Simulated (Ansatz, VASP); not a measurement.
# Two plane-wave programs on Ta3Si

POSCAR

```
Ta3Si
1.0
    0.0000000000      3.0949032638      3.0949032638
    3.0949032638      0.0000000000      3.0949032638
    3.0949032638      3.0949032638      0.0000000000
Ta Si
3 1
Direct
    0.2500000000      0.2500000000      0.2500000000
    0.7500000000      0.7500000000      0.7500000000
    0.5000000000      0.5000000000      0.5000000000
    0.0000000000      0.0000000000      0.0000000000
```

The input INCAR.step1:

```
SYSTEM = Ta3Si
  PREC = Accurate
  ENCUT = 600
  ISMEAR = 0
  SIGMA = 0.1
  LREAL = .FALSE.
  LASPH = .TRUE.
  NELM = 60
  GGA = PE
  ALGO = Normal
  EDIFF = 1E-4
  LWAVE = .TRUE.
  LCHARG = .FALSE.
```

The input INCAR.step2:

```
SYSTEM = Ta3Si
  PREC = Accurate
  ENCUT = 600
  EDIFF = 1E-6
  ISMEAR = 0
  SIGMA = 0.1
  LREAL = .FALSE.
  LASPH = .TRUE.
  NELM = 60
  ALGO = Normal
  ISIF = 3
  LWAVE = .FALSE.
  LCHARG = .FALSE.
  METAGGA = R2SCAN
  LMIXTAU = .TRUE.
  IBRION = 2
  NSW = 80
  EDIFFG = -0.05
  ISTART = 1
```

File KPOINTS:

```
regular mesh
0
G
  6 6 6
  0 0 0
```

Input for Ansatz:

```yaml
crystal:
  lattice:
    - [0.0, 3.0949032638, 3.0949032638]
    - [3.0949032638, 0.0, 3.0949032638]
    - [3.0949032638, 3.0949032638, 0.0]
  atoms:
    - { symbol: Ta, position: [0.25, 0.25, 0.25] }
    - { symbol: Ta, position: [0.75, 0.75, 0.75] }
    - { symbol: Ta, position: [0.5, 0.5, 0.5] }
    - { symbol: Si, position: [0.0, 0.0, 0.0] }
basis:
  ecutwfc: 500
kpoints:
  mp_grid: { grid: [6, 6, 6] }
hamiltonian:
  xc: r2scan
scf:
  occupations: { method: gaussian, width: 0.1 }
output:
  forces: true
  stress: true
  eigenvalues: true
relax:
  adjacent_minimum: "off"
  f_tol: 0.05
  max_steps: 60
  cell: { stress_tol: 0.5 }
```

Alike in both runs: task relaxation of cell and atoms; functional r2SCAN; k mesh 6 × 6 × 6; occupations gaussian, width 0.1 eV; no spin polarisation.

```csv
,VASP,Ansatz
version,VASP 6.6.1,Ansatz 0.2.0
potentials or method,"VASP PAW PBE potentials, release 64 (Ta_pv, Si), cutoff 600 eV","scalar-relativistic, plane waves, PAW"
valence electrons in the cell,37,43
```

|  | VASP | Ansatz | Ansatz less VASP |
| --- | --- | --- | --- |
| gap on the k mesh at the Fermi level, each at its own relaxed structure (eV) | none | none | - |
| relaxed volume (Å³/atom) | 16.63 | 16.56 | -0.070 |
| relaxed cell length with the largest relative difference (Å) | 4.548 | 4.541 | -0.0064 |

VASP's potentials were made for PBE, not for r2SCAN. A gap of «none» marks a metal or a gap that the smearing closes. VASP's potentials hold 37 valence electrons a cell and Ansatz's 43, so a difference there can come from the potentials and not from the codes.

Spin-orbit coupling is off throughout.
